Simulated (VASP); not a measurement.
# Sc (Fm-3m) in VASP: single point with LDA

Aim: the single point of Sc with LDA.

Everything below comes from runs of VASP 6.6.1. Logs are shortened: lines on timing, memory, paths and dates and some standing lists are left out, and cuts for length are marked.

## 1. The cell of the first run

Symmetry: Fm-3m, No. 225, cubic system. The conventional cell has a = 4.485 Å, b = 4.485 Å, c = 4.485 Å, α = 90.00°, β = 90.00°, γ = 90.00°. Sc (site symmetry m-3m) has 12 Sc at 3.17 Å within 4.2 Å.

## 2. Single point, LDA

Contents of INCAR:

```
SYSTEM = Sc
PREC = Accurate
ENCUT = 520
EDIFF = 1E-6
ISMEAR = -1
SIGMA = 0.13605693000000002
LREAL = .FALSE.
LASPH = .TRUE.
NELM = 80
ALGO = Normal
ISIF = 2
LWAVE = .FALSE.
LCHARG = .FALSE.
GGA = CA
NBANDS = 12
```

Contents of KPOINTS:

```
regular mesh
0
G
  13 13 13
  0 0 0
```

Contents of POSCAR:

```
Sc
1.0
    0.0000000000      2.2425266451      2.2425266451
    2.2425266451      0.0000000000      2.2425266451
    2.2425266451      2.2425266451      0.0000000000
Sc
1
Direct
    0.0000000000      0.0000000000      0.0000000000
```

Potentials or basis: VASP PAW LDA potentials, release 64 (Sc_sv).

Command:

```console
> cat potpaw_LDA.64/Sc_sv/POTCAR > POTCAR
> mpirun -np 1 vasp_std > vasp.out
```

OUTCAR:

```text
SYSTEM = Sc
   PREC = Accurate
   ENCUT = 520
   EDIFF = 1E-6
   ISMEAR = -1
   LREAL = .FALSE.
   LASPH = .TRUE.
   NELM = 80
   ISIF = 2
   GGA = CA

 ion  position               nearest neighbor table
   1  0.000  0.000  0.000-

  LATTYP: Found a face centered cubic cell.
 ALAT       =     4.4850532902

  Lattice vectors:

 A1 = (   0.0000000000,   2.2425266451,   2.2425266451)
 A2 = (   2.2425266451,   0.0000000000,   2.2425266451)
 A3 = (   2.2425266451,   2.2425266451,   0.0000000000)

Analysis of symmetry for initial positions (statically):
=====================================================================
 Subroutine PRICEL returns:
 Original cell was already a primitive cell.

 Routine SETGRP: Setting up the symmetry group for a
 face centered cubic supercell.

 Subroutine GETGRP returns: Found 48 space group operations
 (whereof 48 operations were pure point group operations)
 out of a pool of 48 trial point group operations.

The static configuration has the point symmetry O_h .

Analysis of symmetry for dynamics (positions and initial velocities):
=====================================================================
 Subroutine PRICEL returns:
 Original cell was already a primitive cell.

 Routine SETGRP: Setting up the symmetry group for a
 face centered cubic supercell.

 Subroutine GETGRP returns: Found 48 space group operations
 (whereof 48 operations were pure point group operations)
 out of a pool of 48 trial point group operations.

The dynamic configuration has the point symmetry O_h .

 Subroutine INISYM returns: Found 48 space group operations
 (whereof 48 operations are pure point group operations),
 and found     1 'primitive' translations

----------------------------------------------------------------------------------------

                                     Primitive cell

  volume of cell :      22.5550

  direct lattice vectors                    reciprocal lattice vectors
     0.000000000  2.242526645  2.242526645    -0.222962791  0.222962791  0.222962791
     2.242526645  0.000000000  2.242526645     0.222962791 -0.222962791  0.222962791
     2.242526645  2.242526645  0.000000000     0.222962791  0.222962791 -0.222962791

  length of vectors
     3.171411595  3.171411595  3.171411595     0.386182882  0.386182882  0.386182882

  position of ions in fractional coordinates (direct lattice)
     0.000000000  0.000000000  0.000000000
[... 81 lines left out ...]
   NFREE  =      0    steps in history (QN), initial steepest desc. (CG)
   ISIF   =      2    stress and relaxation
   ISYM   =      2    0-nonsym 1-usesym 2-fastsym
   POTIM  = 0.5000    time-step for ionic-motion
   TEBEG  =    0.0;   TEEND  =   0.0 temperature during run
   PSTRESS=    0.0 pullay stress
   NELECT =      11.0000    total number of electrons
   NUPDOWN=      -1.0000    fix difference up-down
   EMIN   =  10.00;   EMAX   =-10.00  energy-range for DOS
   EFERMI =   0.00;   METHOD = LEGACY
   ISMEAR =    -1;   SIGMA  =   0.14  broadening in eV -4-tet -1-fermi 0-gaus
   EFERMI_NEDOS =   21; number of points for ismear=-14 and -15
   IALGO  =     38    algorithm
   IMIX   =      4    mixing-type and parameters
     AMIX     =   0.40;   BMIX     =  1.00
     AMIX_MAG =   1.60;   BMIX_MAG =  1.00
  volume/ion in A,a.u.               =      22.55       152.21
  Fermi-wavevector in a.u.,A,eV,Ry     =   1.288620  2.435138 22.593030  1.660541
  Thomas-Fermi vector in A             =   2.420562
   LORBIT       =      0    0 simple, 1 ext, 2 COOP (PROOUT), +10 PAW based schemes
   GGA     = CA    functional components
   LHFCALC =     F    Hartree Fock is set to
   AEXX    =    0.0000 exact exchange contribution
   IVDW    =     0    specifies the selected vdW correction
   LEPSILON=     F    determine dielectric tensor
   LRPA    =     F    only Hartree local field effects (RPA)
 non-spin polarized calculation
  energy-cutoff  :      520.00
  volume of cell :       22.55
 maximum number of plane-waves:       620
   NGX = 11   NGY = 11   NGZ = 11

 number of electron      11.0000003 magnetization

 Free energy of the ion-electron system (eV)
  ---------------------------------------------------
  ext. energy  EPLUGINS =         0.00000000
  ---------------------------------------------------
  free energy    TOTEN  =        -6.73588057 eV

  energy without entropy =       -6.63349682  energy(sigma->0) =       -6.68468870

 E-fermi :   4.0598     XC(G=0): -10.5104

 val. band max:        4.0343152621   @ k =  -0.4615   0.3077   0.1538
 cond. band min:       4.0705346599   @ k =   0.4615   0.2308   0.0769
 fundamental gap:      0.0362193978
 Fermi energy:         4.0597568085

 k-point     1 :       0.0000    0.0000    0.0000
  band No.  band energies     occupation
      1     -44.5448      2.00000
      2     -23.2333      2.00000
      3     -23.2333      2.00000
      4     -23.2333      2.00000
      5      -1.2380      2.00000
      6       5.7012      0.00001
      7       5.7012      0.00001
      8       5.7012      0.00001
      9       7.2455      0.00000
     10       7.2455      0.00000
     11      17.1526      0.00000
     12      20.8338      0.00000
[... 331 lines left out ...]
 k-point    24 :       0.4615    0.1538    0.0000
  band No.  band energies     occupation
      1     -44.4504      2.00000
      2     -23.7151      2.00000
      3     -23.3649      2.00000
      4     -23.3327      2.00000
      5       2.3475      1.99999
      6       4.1002      0.85252
      7       5.2316      0.00036
      8       6.0681      0.00000
      9       8.3067      0.00000
     10       8.4119      0.00000
     11      12.1735      0.00000
     12      16.8056      0.00000

 [... further k-points ...]

------------------------ aborting loop because EDIFF is reached ----------------------------------------

  FORCE on cell =-STRESS in cart. coord.  units (eV):
  Direction    XX          YY          ZZ          XY          YZ          ZX
  --------------------------------------------------------------------------------------
  -------------------------------------------------------------------------------------
  Total        0.0097991      0.0097991      0.0097991      0.0000000     -0.0000000      0.0000000
  in kB        0.6960746      0.6960746      0.6960746      0.0000000     -0.0000000      0.0000000
  external PRESSURE =       0.6960746 kB  Pullay stress =       0.0000000 kB

 VOLUME and BASIS-vectors are now :
 -----------------------------------------------------------------------------
  energy-cutoff  :      520.00
  volume of cell :       22.55
      direct lattice vectors                 reciprocal lattice vectors
     0.000000000  2.242526645  2.242526645    -0.222962791  0.222962791  0.222962791
     2.242526645  0.000000000  2.242526645     0.222962791 -0.222962791  0.222962791
     2.242526645  2.242526645  0.000000000     0.222962791  0.222962791 -0.222962791

 POSITION                                       TOTAL-FORCE (eV/Angst)
 -----------------------------------------------------------------------------------
      0.00000      0.00000      0.00000         0.000000      0.000000      0.000000
 -----------------------------------------------------------------------------------
    total drift:                                0.000000      0.000000     -0.000000

  FREE ENERGIE OF THE ION-ELECTRON SYSTEM (eV)
  ---------------------------------------------------
  free  energy   TOTEN  =        -6.7358805709 eV

  energy  without entropy=       -6.6334968242  energy(sigma->0) =       -6.68468870
```

OSZICAR:

```text
N       E                     dE             d eps       ncg     rms          rms(c)
DAV:   1     0.707347416642E+02    0.70735E+02   -0.50707E+03  2040   0.933E+02
DAV:   2    -0.588553592805E+01   -0.76620E+02   -0.75009E+02  2016   0.289E+02
DAV:   3    -0.734753680954E+01   -0.14620E+01   -0.14292E+01  2812   0.542E+01
DAV:   4    -0.736544260408E+01   -0.17906E-01   -0.17895E-01  2784   0.432E+00
DAV:   5    -0.736563244911E+01   -0.18985E-03   -0.18984E-03  2644   0.353E-01    0.579E+00
DAV:   6    -0.681535009076E+01    0.55028E+00   -0.82426E-01  3060   0.137E+01    0.171E+00
DAV:   7    -0.674193257549E+01    0.73418E-01   -0.14293E-01  3200   0.541E+00    0.479E-01
DAV:   8    -0.673607955009E+01    0.58530E-02   -0.99934E-03  2256   0.147E+00    0.126E-01
DAV:   9    -0.673587665345E+01    0.20290E-03   -0.85149E-04  3116   0.458E-01    0.208E-02
DAV:  10    -0.673588081021E+01   -0.41568E-05   -0.30994E-05  3140   0.715E-02    0.363E-03
DAV:  11    -0.673588057091E+01    0.23930E-06   -0.74118E-07  1600   0.142E-02
   1 F= -.67358806E+01 E0= -.66846887E+01  d E =-.102384E+00
```

stdout:

```text
POSCAR found type information on POSCAR Sc
 POSCAR found :  1 types and       1 ions
 scaLAPACK will be used
 LDA part: xc-table for (Slater(with rela. corr.)+CA(PZ))
 , standard interpolation
 POSCAR, INCAR and KPOINTS ok, starting setup
 FFT: planning ... GRIDC
 FFT: planning ... GRID_SOFT
 FFT: planning ... GRID
 WAVECAR not read
 entering main loop
```

Run time: 9.9 s. Hardware: 1 thread of Intel Xeon 6975P-C (Granite Rapids), shared host; peak memory 0.13 GiB.

Results:

```
Free energy : -6.7359 eV
Pressure    : 0.1 GPa
```

Levels at points of the mesh, in eV from the Fermi level:
```csv
k point,band 2,band 3,band 4,band 5,band 6,band 7,band 8,band 9
"(0.00, 0.00, 0.00)",-27.29,-27.29,-27.29,-5.30,1.64,1.64,1.64,3.19
```
